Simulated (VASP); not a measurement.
# Li (P1) in VASP: notebook, part 2 of 2

VASP 6.6.1.

## 3. Single point, PBE

Contents of INCAR:

```
PREC = Accurate
ENCUT = 520
EDIFF = 1E-7
ISMEAR = -1
SIGMA = 0.16
LREAL = Auto
LASPH = True
NELM = 60
ALGO = Normal
ISIF = 2
LWAVE = False
LCHARG = True
GGA = PE
LELF = True
LVHAR = True
NBANDS = 38
```

Contents of KPOINTS:

```
Automatic mesh
0
Gamma
  3 3 3
```

Contents of POSCAR:

```
Li
1.0
    7.3128730000      0.0000000000      0.0000000000
    0.0000000000      7.3128730000      0.0000000000
    0.0000000000      0.0000000000      7.3128730000
Li
16
Direct
    0.1202947186      0.1321915477      0.0954070992
    0.5212999050     -0.1168624151      0.0724475866
    0.0346648985      0.5027709356      0.0460420959
   -0.0857528908     -0.0457139075      0.4664103971
    0.2259850540      0.2597200854      0.4002941115
    0.4758047897      0.4638259136     -0.0420081136
    0.4360666458      0.0741022031      0.7917818346
    0.8256946347      0.3127772081      0.2898450445
    0.0916329328      0.5358359157      0.6474199675
    0.2565886212      0.7869410559      0.2922654338
    0.1165068777      0.2766901599      0.7737861713
    0.4872640343      0.4815891101      0.4968361956
    0.8402579944      0.7180761925      0.2272841331
    0.7647883397      0.1863836552      0.8585544970
    0.2671453477      0.8188163530      0.7212486802
    0.8059349588      0.6743177408      0.8115004869
```

Potentials or basis: VASP PAW PBE potentials, release 64 (Li_sv).

Started as:

```bash
cat potpaw_PBE.64/Li_sv/POTCAR > POTCAR
mpirun -np 1 vasp_std > vasp.out
```

OUTCAR:

```text
PREC = Accurate
   ENCUT = 520
   EDIFF = 1E-7
   ISMEAR = -1
   LREAL = Auto
   LASPH = True
   NELM = 60
   ISIF = 2
   GGA = PE

 ion  position               nearest neighbor table
   1  0.120  0.132  0.095-   5 2.54  11 2.58
   2  0.521  0.883  0.072-   7 2.56
   3  0.035  0.503  0.046-  13 2.50
   4  0.914  0.954  0.466-  13 2.52
   5  0.226  0.260  0.400-   1 2.54
   6  0.476  0.464  0.958-
   7  0.436  0.074  0.792-  15 2.30   2 2.56  14 2.59
   8  0.826  0.313  0.290-
   9  0.092  0.536  0.647-  11 2.12  15 2.49
  10  0.257  0.787  0.292-
  11  0.117  0.277  0.774-   9 2.12   1 2.58
  12  0.487  0.482  0.497-
  13  0.840  0.718  0.227-   3 2.50   4 2.52
  14  0.765  0.186  0.859-   7 2.59
  15  0.267  0.819  0.721-   7 2.30   9 2.49
  16  0.806  0.674  0.812-

  LATTYP: Found a simple cubic cell.
 ALAT       =     7.3128730000

  Lattice vectors:

 A1 = (   7.3128730000,   0.0000000000,   0.0000000000)
 A2 = (   0.0000000000,   7.3128730000,   0.0000000000)
 A3 = (   0.0000000000,   0.0000000000,   7.3128730000)

Analysis of symmetry for initial positions (statically):
=====================================================================
 Subroutine PRICEL returns:
 Original cell was already a primitive cell.

 Routine SETGRP: Setting up the symmetry group for a
 simple cubic supercell.

 Subroutine GETGRP returns: Found  1 space group operations
 (whereof  1 operations were pure point group operations)
 out of a pool of 48 trial point group operations.

The static configuration has the point symmetry C_1 .

Analysis of symmetry for dynamics (positions and initial velocities):
=====================================================================
 Subroutine PRICEL returns:
 Original cell was already a primitive cell.

 Routine SETGRP: Setting up the symmetry group for a
 simple cubic supercell.

 Subroutine GETGRP returns: Found  1 space group operations
 (whereof  1 operations were pure point group operations)
 out of a pool of 48 trial point group operations.

The dynamic configuration has the point symmetry C_1 .

 Subroutine INISYM returns: Found  1 space group operations
 (whereof  1 operations are pure point group operations),
 and found     1 'primitive' translations

----------------------------------------------------------------------------------------

                                     Primitive cell

  volume of cell :     391.0786

  direct lattice vectors                    reciprocal lattice vectors
     7.312873000  0.000000000  0.000000000     0.136745162  0.000000000  0.000000000
     0.000000000  7.312873000  0.000000000     0.000000000  0.136745162  0.000000000
     0.000000000  0.000000000  7.312873000     0.000000000  0.000000000  0.136745162

  length of vectors
     7.312873000  7.312873000  7.312873000     0.136745162  0.136745162  0.136745162

  position of ions in fractional coordinates (direct lattice)
     0.120294719  0.132191548  0.095407099
     0.521299905  0.883137585  0.072447587
     0.034664898  0.502770936  0.046042096
     0.914247109  0.954286092  0.466410397
     0.225985054  0.259720085  0.400294112
[... 65 lines left out ...]
  0.333333  0.000000  0.333333      2.000000
 -0.333333  0.333333  0.000000      2.000000
 -0.333333  0.000000  0.333333      2.000000
  0.000000 -0.333333  0.333333      2.000000
  0.333333  0.333333  0.333333      2.000000
 -0.333333  0.333333  0.333333      2.000000
 -0.333333 -0.333333  0.333333      2.000000
  0.333333 -0.333333  0.333333      2.000000
   k-points           NKPTS =     14   k-points in BZ     NKDIM =     14   number of bands    NBANDS=     38
   number of dos      NEDOS =    301   number of ions     NIONS =     16
   total plane-waves  NPLWV = 157464
   dimension x,y,z NGX =    54 NGY =   54 NGZ =   54
   dimension x,y,z NGXF=   108 NGYF=  108 NGZF=  108
   ions per type =              16
   NGX,Y,Z   is equivalent  to a cutoff of  12.28, 12.28, 12.28 a.u.
   NGXF,Y,Z  is equivalent  to a cutoff of  24.55, 24.55, 24.55 a.u.
 SYSTEM =  unknown system
   PREC   = accura    normal or accurate (medium, high low for compatibility)
   ISTART =      0    job   : 0-new  1-cont  2-samecut
   ICHARG =      2    charge: 1-file 2-atom 10-const
   ISPIN  =      1    spin polarized calculation?
   LNONCOLLINEAR =      F non collinear calculations
   LSORBIT =      F    spin-orbit coupling
   LASPH  =      T    aspherical Exc in radial PAW
   ENCUT  =  520.0 eV  38.22 Ry    6.18 a.u.  13.60 13.60 13.60*2*pi/ulx,y,z
   NELM   =     60;   NELMIN=  2; NELMDL= -5     # of ELM steps
   EDIFF  = 0.1E-06   stopping-criterion for ELM
   LREAL  =      T    real-space projection
   EDIFFG = 0.1E-05   stopping-criterion for IOM
   NSW    =      0    number of steps for IOM
   IBRION =     -1    ionic relax: 0-MD 1-quasi-New 2-CG
   NFREE  =      0    steps in history (QN), initial steepest desc. (CG)
   ISIF   =      2    stress and relaxation
   ISYM   =      2    0-nonsym 1-usesym 2-fastsym
   POTIM  = 0.5000    time-step for ionic-motion
   TEBEG  =    0.0;   TEEND  =   0.0 temperature during run
   PSTRESS=    0.0 pullay stress
   NELECT =      48.0000    total number of electrons
   NUPDOWN=      -1.0000    fix difference up-down
   EMIN   =  10.00;   EMAX   =-10.00  energy-range for DOS
   EFERMI =   0.00;   METHOD = LEGACY
   ISMEAR =    -1;   SIGMA  =   0.16  broadening in eV -4-tet -1-fermi 0-gaus
   EFERMI_NEDOS =   21; number of points for ismear=-14 and -15
   IALGO  =     38    algorithm
   IMIX   =      4    mixing-type and parameters
     AMIX     =   0.40;   BMIX     =  1.00
     AMIX_MAG =   1.60;   BMIX_MAG =  1.00
  volume/ion in A,a.u.               =      24.44       164.95
  Fermi-wavevector in a.u.,A,eV,Ry     =   0.813581  1.537444  9.005877  0.661913
  Thomas-Fermi vector in A             =   1.923332
   LORBIT       =      0    0 simple, 1 ext, 2 COOP (PROOUT), +10 PAW based schemes
   GGA     = PE    functional components
   LHFCALC =     F    Hartree Fock is set to
   AEXX    =    0.0000 exact exchange contribution
   IVDW    =     0    specifies the selected vdW correction
   LEPSILON=     F    determine dielectric tensor
   LRPA    =     F    only Hartree local field effects (RPA)
 non-spin polarized calculation
  energy-cutoff  :      520.00
  volume of cell :      391.08
 maximum number of plane-waves:     10543
 NGX is ok and might be reduce to    54
   NGX = 27   NGY = 27   NGZ = 27

 number of electron      48.0000014 magnetization

 Free energy of the ion-electron system (eV)
  ---------------------------------------------------
  ext. energy  EPLUGINS =         0.00000000
  ---------------------------------------------------
  free energy    TOTEN  =       -26.78876849 eV

  energy without entropy =      -26.16273489  energy(sigma->0) =      -26.47575169

 E-fermi :   0.1026     XC(G=0):  -6.5399

 val. band max:        0.0802426216   @ k =   0.0000   0.3333   0.3333
 cond. band min:       0.1040397059   @ k =   0.3333   0.0000   0.0000
 fundamental gap:      0.0237970843
 Fermi energy:         0.1025725243

 k-point     1 :       0.0000    0.0000    0.0000
  band No.  band energies     occupation
      1     -47.1590      2.00000
      2     -47.0668      2.00000
      3     -47.0370      2.00000
      4     -47.0119      2.00000
      5     -46.9939      2.00000
      6     -46.9713      2.00000
[... 535 lines left out ...]
     35       2.9411      0.00000
     36       3.2438      0.00000
 [bands above 36 left out]

------------------------ aborting loop because EDIFF is reached ----------------------------------------

  FORCE on cell =-STRESS in cart. coord.  units (eV):
  Direction    XX          YY          ZZ          XY          YZ          ZX
  --------------------------------------------------------------------------------------
  -------------------------------------------------------------------------------------
  Total       -0.4056827      0.9445939     -1.1328872      0.4510038      1.0010517     -0.7124692
  in kB       -1.6620076      3.8698278     -4.6412305      1.8476799      4.1011251     -2.9188553
  external PRESSURE =      -0.8111368 kB  Pullay stress =       0.0000000 kB

 VOLUME and BASIS-vectors are now :
 -----------------------------------------------------------------------------
  energy-cutoff  :      520.00
  volume of cell :      391.08
      direct lattice vectors                 reciprocal lattice vectors
     7.312873000  0.000000000  0.000000000     0.136745162  0.000000000  0.000000000
     0.000000000  7.312873000  0.000000000     0.000000000  0.136745162  0.000000000
     0.000000000  0.000000000  7.312873000     0.000000000  0.000000000  0.136745162

 POSITION                                       TOTAL-FORCE (eV/Angst)
 -----------------------------------------------------------------------------------
      0.87970      0.96670      0.69770        -0.019802     -0.759578     -0.171115
      3.81220      6.45827      0.52980         0.323403      0.089427      0.162180
      0.25350      3.67670      0.33670         0.545939      0.050604      0.043111
      6.68577      6.97857      3.41080         0.117469      0.358116      0.568459
      1.65260      1.89930      2.92730         0.042280     -0.251288      0.031986
      3.47950      3.39190      7.00567        -0.217415      0.057113      0.187588
[... 8 lines left out ...]
      1.95360      5.98790      5.27440        -0.300322     -0.315360      0.119667
      5.89370      4.93120      5.93440        -0.455817      0.335183     -0.127047
 -----------------------------------------------------------------------------------
    total drift:                                0.000591      0.008490      0.002283

  FREE ENERGIE OF THE ION-ELECTRON SYSTEM (eV)
  ---------------------------------------------------
  free  energy   TOTEN  =       -26.7887684872 eV

  energy  without entropy=      -26.1627348886  energy(sigma->0) =      -26.47575169
```

Run time: 4.8 min. Hardware: 1 thread of Intel Xeon Platinum 8259CL at 2.50GHz (Skylake/Cascade Lake), shared host; peak memory 0.41 GiB.

What came out:

| Item | Value |
| --- | --- |
| Free energy | -26.7888 eV |
| Largest force | 1.236 eV/Å |
| Band gap on the k mesh | zero (band 24 reaches 0.48 eV, above the bottom of band 25 at -0.03 eV) |

Forces in eV/Å, atoms in the order of the input:
```
Li  -0.020 -0.760 -0.171
Li   0.323  0.089  0.162
Li   0.546  0.051  0.043
Li   0.117  0.358  0.568
Li   0.042 -0.251  0.032
Li  -0.217  0.057  0.188
Li   0.109  0.737 -0.470
Li  -0.288 -0.088  0.143
Li  -0.241  0.562 -1.073
Li  -0.235 -0.221  0.243
Li   0.240 -0.948 -0.050
Li   0.371  0.323  0.239
Li  -0.331 -0.021  0.063
Li   0.339  0.091  0.090
Li  -0.300 -0.315  0.120
Li  -0.456  0.335 -0.127
```

Caveat: the cutoff is under 1.25 times the usual one of these potentials, so pressure, stress and relaxed cells hold a basis-set (Pulay) error; forces of over 1 eV/Å act on the atoms, so gaps and moduli don't describe the material at rest.

## 4. Single point, PBE

Contents of INCAR:

```
SYSTEM = Li
  ALGO = Normal
  EDIFF = 1E-6
  ENCUT = 520
  GGA = PE
  ISIF = 2
  ISMEAR = -1
  LASPH = .TRUE.
  LCHARG = .TRUE.
  LELF = .TRUE.
  LREAL = Auto
  LVHAR = .TRUE.
  LWAVE = .FALSE.
  NBANDS = 38
  NELM = 100
  PREC = Accurate
  SIGMA = 0.16
```

Contents of KPOINTS:

```
k-points
0
G
  3 3 3
  0 0 0
```

Contents of POSCAR:

```
Li
1.0
    7.3128730000      0.0000000000      0.0000000000
    0.0000000000      7.3128730000      0.0000000000
    0.0000000000      0.0000000000      7.3128730000
Li
16
Direct
    0.0303437514     -0.1178469802      0.1518965255
    0.4901767062      0.0344734552      0.1006581134
    0.1254500112      0.5482660508      0.0070697249
   -0.1871767772     -0.0659932150      0.5124114695
    0.4736989142      0.0080679645      0.4578911736
    0.4244706561      0.4098525983     -0.0328872114
    0.5403211570      0.1068253202      0.6724033085
    0.7979216923      0.2810933541      0.2703315099
    0.0290993704      0.3936482966      0.4436560022
    0.3417945314      0.7346086825      0.3225955107
    0.1516914077      0.1240415361      0.8600723683
    0.5606961860      0.5380375128      0.6214383868
    0.7389161551      0.6544623433      0.3199563291
    0.7874743620      0.2161394024      0.8980328251
    0.2517341680      0.8199650124      0.6977421870
    0.7222195709      0.7236827441      0.8514027250
```

Started as:

```bash
cat potpaw_PBE.64/Li_sv/POTCAR > POTCAR
mpirun -np 1 vasp_std > vasp.out
```

It took 4.9 min on 1 thread of Intel Xeon Platinum 8259CL at 2.50GHz (Skylake/Cascade Lake), shared host; peak memory 0.41 GiB.

The run converged. Its results:

```
Free energy            : -26.1417 eV
Largest force          : 2.160 eV/Å
Band gap on the k mesh : zero (band 24 reaches 0.34 eV, above the bottom of band 25 at 0.01 eV)
```

Forces on the atoms (eV/Å):
```
Li  -0.132  0.415  0.067
Li   0.026 -0.234 -0.382
Li  -0.760 -0.014  0.008
Li   0.809  0.106  0.216
Li  -0.668 -0.214 -1.634
Li   0.564 -0.108  0.209
Li   0.230  1.015  1.893
Li  -0.806 -0.500 -0.398
Li   0.909  0.294  0.726
Li  -0.201 -0.694 -0.249
Li   0.093  0.269 -0.080
Li  -0.305 -0.493 -0.369
Li  -0.099  0.002 -0.550
Li   0.219  0.239 -0.125
Li  -0.113 -0.478  0.204
Li   0.233  0.397  0.465
```

Levels at points of the mesh, in eV from the Fermi level:
```csv
k point,band 21,band 22,band 23,band 24,band 25,band 26,band 27,band 28
"(0.00, 0.00, 0.00)",-1.03,-0.91,-0.82,0.23,0.27,0.48,0.77,0.89
```

Caveat: the cutoff is under 1.25 times the usual one of these potentials, so pressure, stress and relaxed cells hold a basis-set (Pulay) error; forces of over 1 eV/Å act on the atoms, so gaps and moduli don't describe the material at rest.
